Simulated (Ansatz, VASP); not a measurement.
Two plane-wave programs on Sn

The input POSCAR:

```
Sn
1.0
   -1.8534600823      1.9291115143      1.8912857983
    1.8534600823     -1.9291115143      1.8912857983
    1.8534600823      1.9291115143     -1.8912857983
Sn
1
Direct
    0.0000000000      0.0000000000      0.0000000000
```

Contents of INCAR.step1:

```
  ALGO = Normal
  EDIFF = 1E-4
  ENCUT = 520
  GGA = PE
  ISMEAR = 0
  LASPH = T
  LCHARG = F
  LREAL = F
  LWAVE = T
  NBANDS = 13
  NELM = 80
  PREC = Accurate
  SIGMA = 0.15
```

Contents of INCAR.step2:

```
  ALGO = Normal
  EDIFF = 1E-7
  ENCUT = 520
  ISIF = 2
  ISMEAR = 0
  ISTART = 1
  LASPH = T
  LCHARG = F
  LMIXTAU = T
  LREAL = F
  LWAVE = F
  METAGGA = R2SCAN
  NBANDS = 13
  NELM = 80
  PREC = Accurate
  SIGMA = 0.15
```

File KPOINTS:

```
k-points
0
Gamma
  22 22 22
```

Input for Ansatz:

```yaml
crystal:
  lattice:
    - [-1.8534600823, 1.9291115143, 1.8912857983]
    - [1.8534600823, -1.9291115143, 1.8912857983]
    - [1.8534600823, 1.9291115143, -1.8912857983]
  atoms:
    - { symbol: Sn, position: [0.0, 0.0, 0.0] }
basis:
  ecutwfc: 500
kpoints:
  mp_grid: { grid: [22, 22, 22] }
hamiltonian:
  xc: r2scan
scf:
  occupations: { method: gaussian, width: 0.15 }
output:
  forces: true
  stress: true
  eigenvalues: true
  write_density: true
  write_potential: true
  elf: true
  volumetric_format: npy
```

Change from the starting cell: strain -0.0200 x Voigt [1, -1, 0, 0, 0, 0], atoms carried along.

Alike in both runs: task single point; functional r2SCAN; k mesh 22 × 22 × 22; occupations gaussian, width 0.15 eV; no spin polarisation.

|  | VASP | Ansatz |
| --- | --- | --- |
| version | VASP 6.6.1 | Ansatz 0.2.0 |
| potentials or method | VASP PAW PBE potentials, release 64 (Sn_d), cutoff 520 eV | scalar-relativistic, plane waves, PAW |
| valence electrons in the cell | 14 | 14 |

```tsv
	VASP	Ansatz	Ansatz less VASP
gap on the k mesh at the Fermi level (eV)	none	none	-
pressure (GPa)	-0.2	-0.2	0.00
traceless stress, the component that is largest in VASP (GPa)	-0.40	-0.41	-0.003
```

VASP's potentials were made for PBE, not for r2SCAN. A gap of «none» marks a metal or a gap that the smearing closes.
